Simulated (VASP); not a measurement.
Write the native input for VASP 6.6.1 that does the following.

- Task: single point
- Functional: PBEsol
- Potentials or basis: VASP PAW PBE potentials, release 64 (Cu)
- Cutoff: 520 eV
- k mesh: 18 × 18 × 18
- Occupations: gaussian, width 0.1 eV
- Spin: no spin polarisation
- Dipole correction: no
- Further INCAR settings: ALGO = Fast; EDIFF = 1e-06; NBANDS = 12

The structure of Cu lies in POSCAR:

```
Cu
1.0
    0.0000000000      1.7253852750      1.7253852750
    1.7253852750      0.0000000000      1.7253852750
    1.9422852750      1.9422852750     -0.2169000000
Cu
1
Direct
    0.0000000000      0.0000000000      0.0000000000
```

This cell differs from its parent crystal: strained.

The input as run:

INCAR

```
  ALGO = Fast
  EDIFF = 1E-6
  ENCUT = 520
  GGA = PS
  ISIF = 2
  ISMEAR = 0
  LASPH = True
  LCHARG = False
  LREAL = False
  LWAVE = False
  NBANDS = 12
  NELM = 60
  PREC = Accurate
  SIGMA = 0.1
```

KPOINTS

```
k-points
0
Gamma
  18 18 18
```

Potentials or basis: VASP PAW PBE potentials, release 64 (Cu).

Launch:

```console
$ cat potpaw_PBE.64/Cu/POTCAR > POTCAR
$ mpirun -np 1 vasp_std > vasp.out
```

It gave:

```
Pressure : -4.1 GPa
```

Caveat: the cell differs from its parent crystal (strained); the PAW data sets were made with another functional, which shifts forces and pressure a little.

Run time: 2.5 min on 1 thread of AMD EPYC 7R13, with other jobs on the host, peak memory 0.16 GiB.
